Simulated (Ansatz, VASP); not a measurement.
## One calculation of CdGePt2Se4, two programs

```
CELL_PARAMETERS angstrom
0.00000 5.76587 0.00000
5.76587 0.00000 0.00000
2.88293 2.88293 -5.54364
ATOMIC_POSITIONS crystal
Ge 0.50000 0.50000 0.00000
Pt 0.25000 0.75000 0.50000
Pt 0.75000 0.25000 0.50000
Se 0.39803 0.39803 0.73438
Se 0.60197 0.13241 0.26562
Se 0.86759 0.86759 0.73438
Se 0.13241 0.60197 0.26562
Cd 0.00000 0.00000 0.00000
```

Alike in both runs: functional r2SCAN; k mesh 5 × 5 × 5; occupations fermi-dirac, width 0.05 eV; no spin polarisation.

Ansatz relaxed the structure, and its values are those at the end. VASP's run is a single point on that final structure, the one shown.

|  | VASP | Ansatz |
| --- | --- | --- |
| version | VASP 6.6.1 | Ansatz 0.2.0 |
| potentials or method | VASP PAW PBE potentials, release 64 (Ge_d, Pt, Se, Cd), cutoff 520 eV | PAW plane waves |
| valence electrons in the cell | 70 | 134 |

Ansatz gave:

```
pressure (GPa)                     : 5.5
rms of the force components (eV/Å) : 0.006
```

Problem. Estimate VASP's values.

Solution. Pressure (GPa): 5.6; rms of the force components (eV/Å): 0.016.

VASP's potentials were made for PBE, not for r2SCAN. With one functional, cell and mesh, what is left measures potentials, basis and numerics. VASP's potentials hold 70 valence electrons a cell and Ansatz's 134, so a difference there can come from the potentials and not from the codes. Ansatz's warnings: stress scf threshold loose.

Spin-orbit coupling is off throughout.
